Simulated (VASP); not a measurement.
Input of a VASP 6.6.1 run:

INCAR

```
ALGO     = Normal         # electronic algorithm
EDIFF    = 1E-6           # SCF threshold, eV
ENCUT    = 570            # plane-wave cutoff, eV
GGA      = PE             # functional
GGA_COMPAT= F            
ISIF     = 2              # what is computed and relaxed
ISMEAR   = 0              # smearing method
ISPIN    = 2              # spin polarisation
LASPH    = T              # aspherical terms in the spheres
LCHARG   = F              # write CHGCAR
LDAU     = T              # DFT+U
LDAUJ    = 0 0          
LDAUL    = 2 -1           # shell
LDAUPRINT= 1            
LDAUTYPE = 2            
LDAUU    = 1 0            # U, eV
LMAXMIX  = 4              # l up to which the mixer works
LORBIT   = 11             # projections on sites
LREAL    = F              # projectors in reciprocal space
LWAVE    = F              # write WAVECAR
MAGMOM   = 0 0 0          # initial moments
NBANDS   = 26             # bands
NELM     = 200            # most SCF steps
NUPDOWN  = 0.0            # fixed moment
PREC     = Accurate       # precision mode
SIGMA    = 0.05           # smearing width, eV
```

File KPOINTS:

```
k-points
0
Gamma
  6 6 4
```

The input POSCAR:

```
PtS2
1.0
    3.5431995400      0.0000000000      0.0000000000
   -1.7715997700      3.0685008100      0.0000000000
    0.0000000000      0.0000000000      5.0388000900
Pt S
1 2
Direct
    0.0000000000      0.0000000000      0.0000000000
    0.3333333333      0.6666666667      0.2500000000
    0.6666666667      0.3333333333      0.7500000000
```

Potentials or basis: VASP PAW PBE potentials, release 64 (Pt_sv_GW, S).

Run with:

```sh
$ cat potpaw_PBE.64/Pt_sv_GW/POTCAR potpaw_PBE.64/S/POTCAR > POTCAR
$ mpirun -np 1 vasp_std > vasp.out
```

Estimate the pressure.

1.6 GPa.

What does it give for the largest force?

0.346 eV/Å.

Stress tensor (GPa, compression positive):
```
2.35 0.00 0.00
0.00 2.35 0.00
0.00 0.00 0.11
```

Caveat: the total moment is fixed, so each spin has its own Fermi level.
